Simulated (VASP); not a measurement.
# ZrC (Fm-3m) in VASP: further runs

Runs on ZrC. Level: PBE. Tasks: single point.

Program: VASP 6.6.1. These are calculated values, not measurements. Logs are shortened: lines on timing, memory, paths and dates and some standing lists are left out, and cuts for length are marked.

## (1) The cell of the first run

It takes space group Fm-3m (No. 225, cubic). Conventional cell: a = 4.700 Å, b = 4.700 Å, c = 4.700 Å, α = 90.00°, β = 90.00°, γ = 90.00°. Within 3.1 Å of Zr (site symmetry m-3m) lie 6 C at 2.35 Å. C (site symmetry m-3m) has 6 Zr at 2.35 Å within 3.1 Å.

## (2) Single point, PBE

File INCAR:

```
  PREC = Accurate
  ENCUT = 520
  EDIFF = 1E-6
  ISMEAR = 0
  SIGMA = 0.15
  LREAL = F
  LASPH = T
  NELM = 60
  ALGO = Normal
  ISIF = 2
  LWAVE = F
  LCHARG = F
  GGA = PE
  NBANDS = 15
```

File KPOINTS:

```
regular mesh
0
Gamma
  18 18 18
```

File POSCAR:

```
ZrC
1.0
    0.0000000000      2.3502100000      2.3502100000
    2.3502100000      0.0000000000      2.3502100000
    2.3502100000      2.3502100000      0.0000000000
Zr C
1 1
Direct
    0.5000000000      0.5000000000      0.5000000000
    0.0000000000      0.0000000000      0.0000000000
```

Potentials or basis: VASP PAW PBE potentials, release 64 (Zr_sv, C).

Run with:

```
$ cat potpaw_PBE.64/Zr_sv/POTCAR potpaw_PBE.64/C/POTCAR > POTCAR
$ mpirun -np 1 vasp_std > vasp.out
```

OUTCAR:

```text
PREC = Accurate
   ENCUT = 520
   EDIFF = 1E-6
   ISMEAR = 0
   LREAL = F
   LASPH = T
   NELM = 60
   ISIF = 2
   GGA = PE

 ion  position               nearest neighbor table
   1  0.500  0.500  0.500-   2 2.35   2 2.35   2 2.35   2 2.35   2 2.35   2 2.35
   2  0.000  0.000  0.000-   1 2.35   1 2.35   1 2.35   1 2.35   1 2.35   1 2.35

  LATTYP: Found a face centered cubic cell.
 ALAT       =     4.7004200000

  Lattice vectors:

 A1 = (   0.0000000000,   2.3502100000,   2.3502100000)
 A2 = (   2.3502100000,   0.0000000000,   2.3502100000)
 A3 = (   2.3502100000,   2.3502100000,   0.0000000000)

Analysis of symmetry for initial positions (statically):
=====================================================================
 Subroutine PRICEL returns:
 Original cell was already a primitive cell.

 Routine SETGRP: Setting up the symmetry group for a
 face centered cubic supercell.

 Subroutine GETGRP returns: Found 48 space group operations
 (whereof 48 operations were pure point group operations)
 out of a pool of 48 trial point group operations.

The static configuration has the point symmetry O_h .

Analysis of symmetry for dynamics (positions and initial velocities):
=====================================================================
 Subroutine PRICEL returns:
 Original cell was already a primitive cell.

 Routine SETGRP: Setting up the symmetry group for a
 face centered cubic supercell.

 Subroutine GETGRP returns: Found 48 space group operations
 (whereof 48 operations were pure point group operations)
 out of a pool of 48 trial point group operations.

The dynamic configuration has the point symmetry O_h .

 Subroutine INISYM returns: Found 48 space group operations
 (whereof 48 operations are pure point group operations),
 and found     1 'primitive' translations

----------------------------------------------------------------------------------------

                                     Primitive cell

  volume of cell :      25.9627

  direct lattice vectors                    reciprocal lattice vectors
     0.000000000  2.350210000  2.350210000    -0.212746946  0.212746946  0.212746946
     2.350210000  0.000000000  2.350210000     0.212746946 -0.212746946  0.212746946
     2.350210000  2.350210000  0.000000000     0.212746946  0.212746946 -0.212746946

  length of vectors
     3.323698856  3.323698856  3.323698856     0.368488520  0.368488520  0.368488520

  position of ions in fractional coordinates (direct lattice)
     0.500000000  0.500000000  0.500000000
     0.000000000  0.000000000  0.000000000

  ion indices of the primitive-cell ions
   primitive index   ion index
                 1           1
                 2           2

----------------------------------------------------------------------------------------

 KPOINTS: regular mesh

Automatic generation of k-mesh.
 Grid dimensions read from file:
 generate k-points for:   18   18   18

 Generating k-lattice:

  Cartesian coordinates                     Fractional coordinates (reciprocal lattice)
    -0.011819275  0.011819275  0.011819275     0.055555556  0.000000000  0.000000000
     0.011819275 -0.011819275  0.011819275     0.000000000  0.055555556  0.000000000
     0.011819275  0.011819275 -0.011819275     0.000000000  0.000000000  0.055555556

  Length of vectors
     0.020471584  0.020471584  0.020471584

  Shift w.r.t. Gamma in fractional coordinates (k-lattice)
     0.000000000  0.000000000  0.000000000

 Subroutine IBZKPT returns following result:
 ===========================================

 Found    195 irreducible k-points:

 Following reciprocal coordinates:
            Coordinates               Weight
  0.000000  0.000000  0.000000      1.000000
  0.055556  0.000000  0.000000      8.000000
  0.111111  0.000000  0.000000      8.000000
  0.166667  0.000000  0.000000      8.000000
  0.222222  0.000000  0.000000      8.000000
  0.277778  0.000000  0.000000      8.000000
[... 16 lines left out ...]
 -0.277778  0.055556  0.000000     24.000000
 -0.222222  0.055556  0.000000     24.000000
 [... further k-points ...]
   k-points           NKPTS =    195   k-points in BZ     NKDIM =    195   number of bands    NBANDS=     15
   number of dos      NEDOS =    301   number of ions     NIONS =      2
   total plane-waves  NPLWV =  21952
   dimension x,y,z NGX =    28 NGY =   28 NGZ =   28
   dimension x,y,z NGXF=    56 NGYF=   56 NGZF=   56
   ions per type =               1   1
   NGX,Y,Z   is equivalent  to a cutoff of  14.01, 14.01, 14.01 a.u.
   NGXF,Y,Z  is equivalent  to a cutoff of  28.01, 28.01, 28.01 a.u.
 SYSTEM =  unknown system
   PREC   = accura    normal or accurate (medium, high low for compatibility)
   ISTART =      0    job   : 0-new  1-cont  2-samecut
   ICHARG =      2    charge: 1-file 2-atom 10-const
   ISPIN  =      1    spin polarized calculation?
   LNONCOLLINEAR =      F non collinear calculations
   LSORBIT =      F    spin-orbit coupling
   LASPH  =      T    aspherical Exc in radial PAW
   ENCUT  =  520.0 eV  38.22 Ry    6.18 a.u.   6.18  6.18  6.18*2*pi/ulx,y,z
   NELM   =     60;   NELMIN=  2; NELMDL= -5     # of ELM steps
   EDIFF  = 0.1E-05   stopping-criterion for ELM
   LREAL  =      F    real-space projection
[... 7 lines left out ...]
   TEBEG  =    0.0;   TEEND  =   0.0 temperature during run
   PSTRESS=    0.0 pullay stress
   NELECT =      16.0000    total number of electrons
   NUPDOWN=      -1.0000    fix difference up-down
   EMIN   =  10.00;   EMAX   =-10.00  energy-range for DOS
   EFERMI =   0.00;   METHOD = LEGACY
   ISMEAR =     0;   SIGMA  =   0.15  broadening in eV -4-tet -1-fermi 0-gaus
   EFERMI_NEDOS =   21; number of points for ismear=-14 and -15
   IALGO  =     38    algorithm
   IMIX   =      4    mixing-type and parameters
     AMIX     =   0.40;   BMIX     =  1.00
     AMIX_MAG =   1.60;   BMIX_MAG =  1.00
  volume/ion in A,a.u.               =      12.98        87.60
  Fermi-wavevector in a.u.,A,eV,Ry     =   1.393151  2.632673 26.407131  1.940869
  Thomas-Fermi vector in A             =   2.516825
   LORBIT       =      0    0 simple, 1 ext, 2 COOP (PROOUT), +10 PAW based schemes
   GGA     = PE    functional components
   LHFCALC =     F    Hartree Fock is set to
   AEXX    =    0.0000 exact exchange contribution
   IVDW    =     0    specifies the selected vdW correction
   LEPSILON=     F    determine dielectric tensor
   LRPA    =     F    only Hartree local field effects (RPA)
 non-spin polarized calculation
 Gauss-broadening in eV      SIGMA  =   0.15
  energy-cutoff  :      520.00
  volume of cell :       25.96
 maximum number of plane-waves:       725
 NGX is ok and might be reduce to    28
   NGX = 13   NGY = 13   NGZ = 13

 number of electron      16.0000000 magnetization

 Free energy of the ion-electron system (eV)
  ---------------------------------------------------
  ext. energy  EPLUGINS =         0.00000000
  ---------------------------------------------------
  free energy    TOTEN  =       -19.46259703 eV

  energy without entropy =      -19.45897999  energy(sigma->0) =      -19.46078851

 E-fermi :   9.6228     XC(G=0): -12.1333

 val. band max:        9.6217096140   @ k =   0.4444   0.4444   0.0000
 cond. band min:       9.6366948191   @ k =   0.1111   0.1111   0.0000
 fundamental gap:      0.0149852051
 Fermi energy:         9.6228365903

 k-point     1 :       0.0000    0.0000    0.0000
  band No.  band energies     occupation
      1     -38.4928      2.00000
      2     -16.2032      2.00000
      3     -16.2032      2.00000
      4     -16.2032      2.00000
      5      -1.6937      2.00000
      6      10.5478      0.00000
      7      10.5478      0.00000
      8      10.5478      0.00000
      9      10.7068      0.00000
     10      10.7068      0.00000
     11      10.7068      0.00000
     12      12.4249      0.00000
     13      12.4249      0.00000
     14      16.9214      0.00000
     15      20.0774      0.00000

 k-point     2 :       0.0556    0.0000    0.0000
  band No.  band energies     occupation
      1     -38.4897      2.00000
      2     -16.2310      2.00000
      3     -16.2056      2.00000
      4     -16.2056      2.00000
      5      -1.6231      2.00000
      6       9.9044      0.00793
      7      10.0869      0.00001
      8      10.0869      0.00001
      9      10.8947      0.00000
     10      10.8947      0.00000
     11      11.1872      0.00000
     12      12.8437      0.00000
     13      12.8437      0.00000
     14      17.0764      0.00000
     15      20.2721      0.00000

 k-point     3 :       0.1111    0.0000    0.0000
  band No.  band energies     occupation
      1     -38.4810      2.00000
      2     -16.3102      2.00000
      3     -16.2126      2.00000
      4     -16.2126      2.00000
      5      -1.4171      2.00000
      6       9.0733      2.00000
      7       9.3991      1.96511
      8       9.3991      1.96511
      9      11.1337      0.00000
     10      11.1337      0.00000
     11      11.5862      0.00000
     12      13.7241      0.00000
     13      13.7241      0.00000
     14      17.4909      0.00000
     15      20.8180      0.00000
[... 343 lines left out ...]
 k-point    23 :      -0.2778    0.0556    0.0000
  band No.  band energies     occupation
      1     -38.4259      2.00000
      2     -16.7645      2.00000
      3     -16.2850      2.00000
      4     -16.2439      2.00000
      5       0.0045      2.00000
      6       6.1436      2.00000
      7       7.3415      2.00000
      8       7.6155      2.00000
      9      12.3589      0.00000
     10      12.5317      0.00000
     11      13.3111      0.00000
     12      16.5937      0.00000
     13      17.8535      0.00000
     14      18.7715      0.00000
     15      23.2080      0.00000

 k-point    24 :      -0.2222    0.0556    0.0000
  band No.  band energies     occupation
      1     -38.4432      2.00000
      2     -16.6231      2.00000
      3     -16.2707      2.00000
      4     -16.2295      2.00000
      5      -0.4797      2.00000
      6       6.9311      2.00000
      7       7.7731      2.00000
      8       8.0880      2.00000
      9      11.8220      0.00000
     10      12.1570      0.00000
     11      12.7690      0.00000
     12      15.5527      0.00000
     13      16.8146      0.00000
     14      18.7598      0.00000
     15      22.7082      0.00000

 [... further k-points ...]

------------------------ aborting loop because EDIFF is reached ----------------------------------------

  FORCE on cell =-STRESS in cart. coord.  units (eV):
  Direction    XX          YY          ZZ          XY          YZ          ZX
  --------------------------------------------------------------------------------------
  -------------------------------------------------------------------------------------
  Total        0.2348591      0.2348591      0.2348591      0.0000000     -0.0000000      0.0000000
  in kB       14.4933230     14.4933230     14.4933230      0.0000000     -0.0000000      0.0000000
  external PRESSURE =      14.4933230 kB  Pullay stress =       0.0000000 kB

 VOLUME and BASIS-vectors are now :
 -----------------------------------------------------------------------------
  energy-cutoff  :      520.00
  volume of cell :       25.96
      direct lattice vectors                 reciprocal lattice vectors
     0.000000000  2.350210000  2.350210000    -0.212746946  0.212746946  0.212746946
     2.350210000  0.000000000  2.350210000     0.212746946 -0.212746946  0.212746946
     2.350210000  2.350210000  0.000000000     0.212746946  0.212746946 -0.212746946

 POSITION                                       TOTAL-FORCE (eV/Angst)
 -----------------------------------------------------------------------------------
      2.35021      2.35021      2.35021        -0.000000      0.000000     -0.000000
      0.00000      0.00000      0.00000         0.000000     -0.000000      0.000000
 -----------------------------------------------------------------------------------
    total drift:                                0.000000      0.000000      0.000000

  FREE ENERGIE OF THE ION-ELECTRON SYSTEM (eV)
  ---------------------------------------------------
  free  energy   TOTEN  =       -19.4625970320 eV

  energy  without entropy=      -19.4589799861  energy(sigma->0) =      -19.46078851
```

Wall time 41 s (1 thread of Intel Xeon 6975P-C (Granite Rapids), shared host); peak memory 0.21 GiB.

What came out:

| Property | Result |
| --- | --- |
| Free energy | -19.4626 eV |
| Pressure | 1.4 GPa |
| Band gap on the k mesh | zero (band 8 reaches 10.55 eV, above the bottom of band 9 at 9.25 eV) |

Levels at points of the mesh, in eV from the Fermi level:
```tsv
k point	band 6	band 7	band 8	band 9	band 10	band 11
(0.00, 0.00, 0.00)	0.92	0.92	0.92	1.08	1.08	1.08
(0.50, 0.00, 0.00)	-5.31	-2.94	-2.94	4.49	4.49	5.32
(0.50, 0.50, 0.00)	-2.07	-1.77	0.05	0.05	4.44	5.65
```

## (3) Single point, PBE

File INCAR:

```
SYSTEM = ZrC
PREC = Accurate
ENCUT = 520
EDIFF = 1E-6
ISMEAR = 0
SIGMA = 0.15
LREAL = .FALSE.
LASPH = .TRUE.
NELM = 100
ALGO = Normal
ISIF = 2
LWAVE = .FALSE.
LCHARG = .FALSE.
GGA = PE
NBANDS = 15
```

File KPOINTS:

```
Automatic mesh
0
G
  20 20 20
  0 0 0
```

POSCAR is that of step 2.

Potentials or basis: VASP PAW PBE potentials, release 64 (Zr_sv, C).

Run with:

```
$ cat potpaw_PBE.64/Zr_sv/POTCAR potpaw_PBE.64/C/POTCAR > POTCAR
$ mpirun -np 1 vasp_std > vasp.out
```

Run time: 55 s. Hardware: 1 thread of Intel Xeon 6975P-C (Granite Rapids), shared host; peak memory 0.23 GiB.

Results (log left out):

| Property | Result |
| --- | --- |
| Free energy | -19.4628 eV |
| Pressure | 1.4 GPa |
| Band gap on the k mesh | zero (band 8 reaches 10.55 eV, above the bottom of band 9 at 9.24 eV) |

Levels at points of the mesh, in eV from the Fermi level:
```csv
k point,band 6,band 7,band 8,band 9,band 10,band 11
"(0.00, 0.00, 0.00)",0.92,0.92,0.92,1.08,1.08,1.08
"(0.50, 0.00, 0.00)",-5.31,-2.95,-2.95,4.49,4.49,5.32
"(0.50, 0.50, 0.00)",-2.07,-1.77,0.05,0.05,4.44,5.65
```
